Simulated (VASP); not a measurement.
The system is ZnSnN2.

```
CELL_PARAMETERS angstrom
1.58369 0.91434 5.25281
-1.58369 0.91434 5.25281
0.00000 -1.82868 5.25281
ATOMIC_POSITIONS crystal
Zn 0.00000 0.00000 0.00000
Sn 0.50000 0.50000 0.50000
N 0.24583 0.24583 0.24583
N 0.75417 0.75417 0.75417
```

This cell differs from its parent crystal: uniaxial z strain +2.0%.

Base run:

- Program: VASP 6.6.1
- Functional: PBE
- Potentials or basis: VASP PAW PBE potentials, release 64 (Zn, Sn_d, N)
- Cutoff: 520 eV
- k mesh: 10 × 10 × 10
- Occupations: fermi-dirac, width 0.02 eV
- Spin: no spin polarisation

Its results: band gap on the k mesh 0.64 eV (least direct gap 0.74 eV); pressure 3.6 GPa; largest force 0.190 eV/Å.

The run is repeated on the same cell with these changes: functional from PBE to r2SCAN; occupations from fermi-dirac, width 0.02 eV to gaussian, width 0.01 eV. What comes out?

Band gap on the k mesh 1.11 eV (least direct gap 1.22 eV); pressure -2.4 GPa; largest force 0.018 eV/Å.

Caveats: spin-orbit coupling is left out, which moves the levels of the heavy elements; the cell stands under pressure (at least some runs); semilocal functionals underestimate gaps, and a narrow one can read as zero (at least some runs); the stress differs along the axes, from -6 to -1 GPa (at least some runs); the PAW data sets were made with another functional, which shifts forces and pressure a little (at least some runs).

A k mesh can miss the band edges.
